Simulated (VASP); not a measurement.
Mo2Se2S, 5 atoms in the cell. The structure is hexagonal, space group P-6m2 (No. 187). The conventional cell has a = 4.579 Å, b = 4.579 Å, c = 5.528 Å, α = 90.00°, β = 90.00°, γ = 120.00°. Within 2.9 Å of Mo (site symmetry 3m) lie 1 Mo at 2.18 Å and 6 Se at 2.86 Å. Se (site symmetry -6m2) has 3 Se at 2.64 Å and 2 S at 2.76 Å and 6 Mo at 2.86 Å within 3.5 Å. Within 3.5 Å of Se (site symmetry -6m2) lie 3 Se at 2.64 Å and 6 Mo at 2.86 Å. Within 3.6 Å of S (site symmetry -6m2) lie 2 Se at 2.76 Å and 6 Mo at 3.13 Å. 

| Quantity | Value |
| --- | --- |
| Program | VASP 6.6.1 |
| Task | single point |
| Functional | PBE |
| Potentials or basis | VASP PAW PBE potentials, release 64 (Mo_sv, Se, S) |
| Cutoff | 500 eV |
| k mesh | 3 × 3 × 2 |
| Occupations | gaussian, width 0.15 eV |
| Spin | collinear spin, ferromagnetic start |
| Starting moments | [1.0, 1.0, 0.0, 0.0, 0.0] μB |
| Dipole correction | no |
| Further INCAR settings | ALGO = Normal; EDIFF = 1e-06; NBANDS = 35 |

Potentials or basis: VASP PAW PBE potentials, release 64 (Mo_sv, Se, S).

The run is started by

```sh
$ cat potpaw_PBE.64/Mo_sv/POTCAR potpaw_PBE.64/Se/POTCAR potpaw_PBE.64/S/POTCAR > POTCAR
$ mpirun -np 1 vasp_std > vasp.out
```

Hardware: 1 thread of Intel Xeon 6975P-C, on a shared host.

Task: Estimate the wall time of this run.

Result: It took 46 s on 1 thread of Intel Xeon 6975P-C, on a shared host, peak memory 0.26 GiB. Counts: scf iterations 14, k points 6.
